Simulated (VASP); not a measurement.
# Cs (Fd-3m) in VASP: further runs

The runs below take Cs through single point, relaxation of cell and atoms, with PBEsol.

Everything below comes from runs of VASP 6.6.1. Logs are shortened: lines on timing, memory, paths and dates and some standing lists are left out, and cuts for length are marked.

## Step 1: The cell of the first run

It takes space group Fd-3m (No. 227, cubic). Conventional cell: a = 6.912 Å, b = 6.912 Å, c = 6.912 Å, α = 90.00°, β = 90.00°, γ = 90.00°. Within 3.9 Å of Cs (site symmetry -43m) lie 4 Cs at 2.99 Å.

This isn't the form of Cs at room conditions, which is bcc.

## Step 2: Single point, PBEsol

Contents of INCAR:

```
ALGO     = Normal         # electronic algorithm
EDIFF    = 1E-6           # SCF threshold, eV
ENCUT    = 500            # plane-wave cutoff, eV
GGA      = PS             # functional
GGA_COMPAT= False        
ISIF     = 2              # what is computed and relaxed
ISMEAR   = -1             # smearing method
LASPH    = True           # aspherical terms in the spheres
LCHARG   = True           # write CHGCAR
LELF     = True           # ELF
LREAL    = False          # projectors in reciprocal space
LVHAR    = True         
LWAVE    = False          # write WAVECAR
NBANDS   = 16             # bands
NELM     = 120            # most SCF steps
PREC     = Accurate       # precision mode
SIGMA    = 0.05           # smearing width, eV
```

Contents of KPOINTS:

```
k-points
0
Gamma
  4 4 4
```

Contents of POSCAR:

```
Cs
1.0
    0.0000000000      3.4558240215      3.4558240215
    3.4558240215      0.0000000000      3.4558240215
    3.4558240215      3.4558240215      0.0000000000
Cs
2
Direct
    1.0000000000      1.0000000000      1.0000000000
    0.2500000000      0.2500000000      0.2500000000
```

Potentials or basis: VASP PAW PBE potentials, release 64 (Cs_sv).

On the command line:

```console
$ cat potpaw_PBE.64/Cs_sv/POTCAR > POTCAR
$ mpirun -np 1 vasp_std > vasp.out
```

OUTCAR:

```text
EDIFF = 1E-6
   ENCUT = 500
   GGA = PS
   ISIF = 2
   ISMEAR = -1
   LASPH = True
   LREAL = False
   NELM = 120
   PREC = Accurate

 ion  position               nearest neighbor table
   1  0.000  0.000  0.000-   2 2.99   2 2.99   2 2.99   2 2.99
   2  0.250  0.250  0.250-   1 2.99   1 2.99   1 2.99   1 2.99

  LATTYP: Found a face centered cubic cell.
 ALAT       =     6.9116480430

  Lattice vectors:

 A1 = (   0.0000000000,   3.4558240215,   3.4558240215)
 A2 = (   3.4558240215,   0.0000000000,   3.4558240215)
 A3 = (   3.4558240215,   3.4558240215,   0.0000000000)

Analysis of symmetry for initial positions (statically):
=====================================================================
 Subroutine PRICEL returns:
 Original cell was already a primitive cell.

 Routine SETGRP: Setting up the symmetry group for a
 face centered cubic supercell.

 Subroutine GETGRP returns: Found 48 space group operations
 (whereof 24 operations were pure point group operations)
 out of a pool of 48 trial point group operations.

The static configuration has the point symmetry T_d .
 The point group associated with its full space group is O_h .

Analysis of symmetry for dynamics (positions and initial velocities):
=====================================================================
 Subroutine PRICEL returns:
 Original cell was already a primitive cell.

 Routine SETGRP: Setting up the symmetry group for a
 face centered cubic supercell.

 Subroutine GETGRP returns: Found 48 space group operations
 (whereof 24 operations were pure point group operations)
 out of a pool of 48 trial point group operations.

The dynamic configuration has the point symmetry T_d .
 The point group associated with its full space group is O_h .

 Subroutine INISYM returns: Found 48 space group operations
 (whereof 24 operations are pure point group operations),
 and found     1 'primitive' translations

----------------------------------------------------------------------------------------

                                     Primitive cell

  volume of cell :      82.5439

  direct lattice vectors                    reciprocal lattice vectors
     0.000000000  3.455824021  3.455824021    -0.144683293  0.144683293  0.144683293
     3.455824021  0.000000000  3.455824021     0.144683293 -0.144683293  0.144683293
     3.455824021  3.455824021  0.000000000     0.144683293  0.144683293 -0.144683293

  length of vectors
     4.887273200  4.887273200  4.887273200     0.250598815  0.250598815  0.250598815

  position of ions in fractional coordinates (direct lattice)
     0.000000000  0.000000000  0.000000000
     0.250000000  0.250000000  0.250000000

  ion indices of the primitive-cell ions
   primitive index   ion index
                 1           1
                 2           2

----------------------------------------------------------------------------------------

 KPOINTS: k-points

Automatic generation of k-mesh.
 Grid dimensions read from file:
 generate k-points for:    4    4    4

 Generating k-lattice:

  Cartesian coordinates                     Fractional coordinates (reciprocal lattice)
    -0.036170823  0.036170823  0.036170823     0.250000000  0.000000000  0.000000000
     0.036170823 -0.036170823  0.036170823     0.000000000  0.250000000  0.000000000
     0.036170823  0.036170823 -0.036170823     0.000000000  0.000000000  0.250000000

  Length of vectors
     0.062649704  0.062649704  0.062649704

  Shift w.r.t. Gamma in fractional coordinates (k-lattice)
     0.000000000  0.000000000  0.000000000

 Subroutine IBZKPT returns following result:
 ===========================================

 Found      8 irreducible k-points:

 Following reciprocal coordinates:
            Coordinates               Weight
  0.000000  0.000000  0.000000      1.000000
  0.250000  0.000000  0.000000      8.000000
  0.500000  0.000000  0.000000      4.000000
  0.250000  0.250000  0.000000      6.000000
  0.500000  0.250000  0.000000     24.000000
 -0.250000  0.250000  0.000000     12.000000
  0.500000  0.500000  0.000000      3.000000
 -0.250000  0.500000  0.250000      6.000000
   k-points           NKPTS =      8   k-points in BZ     NKDIM =      8   number of bands    NBANDS=     16
   number of dos      NEDOS =    301   number of ions     NIONS =      2
   total plane-waves  NPLWV =  46656
   dimension x,y,z NGX =    36 NGY =   36 NGZ =   36
   dimension x,y,z NGXF=    72 NGYF=   72 NGZF=   72
   ions per type =               2
   NGX,Y,Z   is equivalent  to a cutoff of  12.25, 12.25, 12.25 a.u.
   NGXF,Y,Z  is equivalent  to a cutoff of  24.49, 24.49, 24.49 a.u.
 SYSTEM =  unknown system
   PREC   = accura    normal or accurate (medium, high low for compatibility)
   ISTART =      0    job   : 0-new  1-cont  2-samecut
   ICHARG =      2    charge: 1-file 2-atom 10-const
   ISPIN  =      1    spin polarized calculation?
   LNONCOLLINEAR =      F non collinear calculations
   LSORBIT =      F    spin-orbit coupling
   LASPH  =      T    aspherical Exc in radial PAW
   ENCUT  =  500.0 eV  36.75 Ry    6.06 a.u.   8.91  8.91  8.91*2*pi/ulx,y,z
   NELM   =    120;   NELMIN=  2; NELMDL= -5     # of ELM steps
   EDIFF  = 0.1E-05   stopping-criterion for ELM
   LREAL  =      F    real-space projection
   EDIFFG = 0.1E-04   stopping-criterion for IOM
   NSW    =      0    number of steps for IOM
   IBRION =     -1    ionic relax: 0-MD 1-quasi-New 2-CG
   NFREE  =      0    steps in history (QN), initial steepest desc. (CG)
   ISIF   =      2    stress and relaxation
   ISYM   =      2    0-nonsym 1-usesym 2-fastsym
   POTIM  = 0.5000    time-step for ionic-motion
   TEBEG  =    0.0;   TEEND  =   0.0 temperature during run
   PSTRESS=    0.0 pullay stress
   NELECT =      18.0000    total number of electrons
   NUPDOWN=      -1.0000    fix difference up-down
   EMIN   =  10.00;   EMAX   =-10.00  energy-range for DOS
   EFERMI =   0.00;   METHOD = LEGACY
   ISMEAR =    -1;   SIGMA  =   0.05  broadening in eV -4-tet -1-fermi 0-gaus
   EFERMI_NEDOS =   21; number of points for ismear=-14 and -15
   IALGO  =     38    algorithm
   IMIX   =      4    mixing-type and parameters
     AMIX     =   0.40;   BMIX     =  1.00
     AMIX_MAG =   1.60;   BMIX_MAG =  1.00
  volume/ion in A,a.u.               =      41.27       278.52
  Fermi-wavevector in a.u.,A,eV,Ry     =   0.985381  1.862100 13.210918  0.970975
  Thomas-Fermi vector in A             =   2.116683
   LORBIT       =      0    0 simple, 1 ext, 2 COOP (PROOUT), +10 PAW based schemes
   GGA     = PS    functional components
   LHFCALC =     F    Hartree Fock is set to
   AEXX    =    0.0000 exact exchange contribution
   IVDW    =     0    specifies the selected vdW correction
   LEPSILON=     F    determine dielectric tensor
   LRPA    =     F    only Hartree local field effects (RPA)
 non-spin polarized calculation
  energy-cutoff  :      500.00
  volume of cell :       82.54
 maximum number of plane-waves:      2120
   NGX = 17   NGY = 17   NGZ = 17

 number of electron      17.9999998 magnetization

 Free energy of the ion-electron system (eV)
  ---------------------------------------------------
  ext. energy  EPLUGINS =         0.00000000
  ---------------------------------------------------
  free energy    TOTEN  =         1.35966536 eV

  energy without entropy =        1.38056169  energy(sigma->0) =        1.37011353

 E-fermi :   3.6617     XC(G=0):  -8.8319

 val. band max:        3.6375934172   @ k =  -0.2500   0.2500   0.0000
 cond. band min:       3.7959093058   @ k =   0.2500   0.2500   0.0000
 fundamental gap:      0.1583158886
 Fermi energy:         3.6617478258

 k-point     1 :       0.0000    0.0000    0.0000
  band No.  band energies     occupation
      1     -21.0984      2.00000
      2     -18.6342      2.00000
      3      -8.1270      2.00000
      4      -8.1270      2.00000
      5      -8.1270      2.00000
      6      -5.7479      2.00000
[... 8 lines left out ...]
     15      10.0610      0.00000
     16      10.0610      0.00000

 k-point     2 :       0.2500    0.0000    0.0000
  band No.  band energies     occupation
      1     -20.8857      2.00000
      2     -18.9599      2.00000
      3      -8.3369      2.00000
      4      -8.3369      2.00000
      5      -8.1993      2.00000
      6      -5.4256      2.00000
[... 8 lines left out ...]
     15       7.8737      0.00000
     16       9.4080      0.00000

 k-point     3 :       0.5000    0.0000    0.0000
  band No.  band energies     occupation
      1     -20.5757      2.00000
      2     -19.3782      2.00000
      3      -8.5082      2.00000
      4      -8.5082      2.00000
      5      -8.3144      2.00000
      6      -5.1338      2.00000
[... 8 lines left out ...]
     15       9.0259      0.00000
     16      10.3615      0.00000

 k-point     4 :       0.2500    0.2500    0.0000
  band No.  band energies     occupation
      1     -20.7995      2.00000
      2     -19.0818      2.00000
      3      -8.5789      2.00000
      4      -8.5789      2.00000
      5      -7.6432      2.00000
      6      -6.1296      2.00000
[... 8 lines left out ...]
     15       8.5359      0.00000
     16       8.7506      0.00000

 k-point     5 :       0.5000    0.2500    0.0000
  band No.  band energies     occupation
      1     -20.4170      2.00000
      2     -19.5698      2.00000
      3      -8.9403      2.00000
      4      -8.7218      2.00000
      5      -7.3970      2.00000
      6      -6.0424      2.00000
[... 8 lines left out ...]
     15       8.8809      0.00000
     16       9.6414      0.00000

 k-point     6 :      -0.2500    0.2500    0.0000
  band No.  band energies     occupation
      1     -20.5780      2.00000
      2     -19.3744      2.00000
      3      -8.9194      2.00000
      4      -8.5128      2.00000
      5      -7.6720      2.00000
      6      -5.7036      2.00000
[... 8 lines left out ...]
     15       8.5675      0.00000
     16       8.9866      0.00000

 k-point     7 :       0.5000    0.5000    0.0000
  band No.  band energies     occupation
      1     -20.0103      2.00000
      2     -20.0103      2.00000
      3      -8.9032      2.00000
      4      -8.9032      2.00000
      5      -6.8116      2.00000
      6      -6.8116      2.00000
[... 8 lines left out ...]
     15       9.0279      0.00000
     16       9.0279      0.00000

 k-point     8 :      -0.2500    0.5000    0.2500
  band No.  band energies     occupation
      1     -20.0101      2.00000
      2     -20.0101      2.00000
      3      -8.9633      2.00000
      4      -8.9633      2.00000
      5      -6.6455      2.00000
      6      -6.6455      2.00000
[... 8 lines left out ...]
     15       8.6965      0.00000
     16       8.6965      0.00000

------------------------ aborting loop because EDIFF is reached ----------------------------------------

  FORCE on cell =-STRESS in cart. coord.  units (eV):
  Direction    XX          YY          ZZ          XY          YZ          ZX
  --------------------------------------------------------------------------------------
  -------------------------------------------------------------------------------------
  Total        7.9398408      7.9398408      7.9398408     -0.0000000     -0.0000000     -0.0000000
  in kB      154.1123794    154.1123794    154.1123794     -0.0000000     -0.0000000     -0.0000000
  external PRESSURE =     154.1123794 kB  Pullay stress =       0.0000000 kB

 VOLUME and BASIS-vectors are now :
 -----------------------------------------------------------------------------
  energy-cutoff  :      500.00
  volume of cell :       82.54
      direct lattice vectors                 reciprocal lattice vectors
     0.000000000  3.455824021  3.455824021    -0.144683293  0.144683293  0.144683293
     3.455824021  0.000000000  3.455824021     0.144683293 -0.144683293  0.144683293
     3.455824021  3.455824021  0.000000000     0.144683293  0.144683293 -0.144683293

 POSITION                                       TOTAL-FORCE (eV/Angst)
 -----------------------------------------------------------------------------------
      0.00000      0.00000      0.00000         0.000000      0.000000      0.000000
      1.72791      1.72791      1.72791        -0.000000     -0.000000     -0.000000
 -----------------------------------------------------------------------------------
    total drift:                                0.000000      0.000000      0.000000

  FREE ENERGIE OF THE ION-ELECTRON SYSTEM (eV)
  ---------------------------------------------------
  free  energy   TOTEN  =         1.3596653616 eV

  energy  without entropy=        1.3805616925  energy(sigma->0) =        1.37011353
```

Wall time 7.2 s (1 thread of Intel Xeon 6975P-C (Granite Rapids), shared host); peak memory 0.19 GiB.

What came out:

* Free energy: 1.3597 eV
* Pressure: 15.4 GPa
* Band gap on the k mesh: zero (bands 9 and 10 overlap by 0.80 eV)

Levels at points of the mesh, in eV from the Fermi level:
```
           k point  band 5  band 6  band 7  band 8  band 9  band 10  band 11  band 12  band 13  band 14
(0.00, 0.00, 0.00)  -11.79   -9.41   -9.41   -9.41   -1.23     1.24     1.24     3.19     3.19     3.19
(0.50, 0.00, 0.00)  -11.98   -8.80   -8.80   -8.62    0.53     1.20     1.40     1.40     2.72     2.72
(0.50, 0.50, 0.00)  -10.47  -10.47   -8.04   -8.04   -0.13    -0.13     2.72     2.72     4.10     4.10
```

Caveat: the k points lie up to 0.39 Å⁻¹ apart, too coarse for converged energies and pressures of a metal; the PAW data sets were made with another functional, which shifts forces and pressure a little; spin-orbit coupling is left out, which moves the levels of the heavy elements.

## Step 3: Single point, PBEsol

This run uses another cell than the first one, of 168.96 Å³/atom.

Contents of INCAR:

```
SYSTEM = Cs
  ALGO = Normal
  EDIFF = 1E-6
  ENCUT = 500
  GGA = PS
  GGA_COMPAT = .False.
  ISIF = 2
  ISMEAR = -1
  LASPH = .True.
  LCHARG = .False.
  LREAL = .False.
  LWAVE = .False.
  NBANDS = 16
  NELM = 120
  PREC = Accurate
  SIGMA = 0.05
```

Contents of KPOINTS:

```
k-points
0
Gamma
  4 4 4
  0 0 0
```

Contents of POSCAR:

```
Cs
1.0
    0.0000000000      5.5283685924      5.5283685924
    5.5283685924      0.0000000000      5.5283685924
    5.5283685924      5.5283685924      0.0000000000
Cs
2
Direct
    1.0000000000      1.0000000000      1.0000000000
    0.2500000000      0.2500000000      0.2500000000
```

Potentials or basis: VASP PAW PBE potentials, release 64 (Cs_sv).

On the command line:

```console
$ cat potpaw_PBE.64/Cs_sv/POTCAR > POTCAR
$ mpirun -np 1 vasp_std > vasp.out
```

Run time: 29 s. Hardware: 1 thread of Intel Xeon 6975P-C (Granite Rapids), shared host; peak memory 0.48 GiB.

The run converged. Its results:

```
Free energy            : -1.3346 eV
Pressure               : 0.0 GPa
Band gap on the k mesh : zero (bands 9 and 10 overlap by 0.12 eV)
```

Levels at points of the mesh, in eV from the Fermi level:
```csv
k point,band 5,band 6,band 7,band 8,band 9,band 10,band 11,band 12,band 13,band 14
"(0.00, 0.00, 0.00)",-11.24,-11.11,-11.11,-11.11,-1.44,1.27,1.27,1.32,1.32,1.32
"(0.50, 0.00, 0.00)",-11.23,-11.12,-11.10,-11.10,-0.62,-0.03,1.06,1.06,1.23,1.57
"(0.50, 0.50, 0.00)",-11.18,-11.18,-11.09,-11.09,-0.04,-0.04,0.56,0.56,1.47,1.47
```

Caveat: the PAW data sets were made with another functional, which shifts forces and pressure a little; spin-orbit coupling is left out, which moves the levels of the heavy elements.

(Part 1 of 2 ends here.)
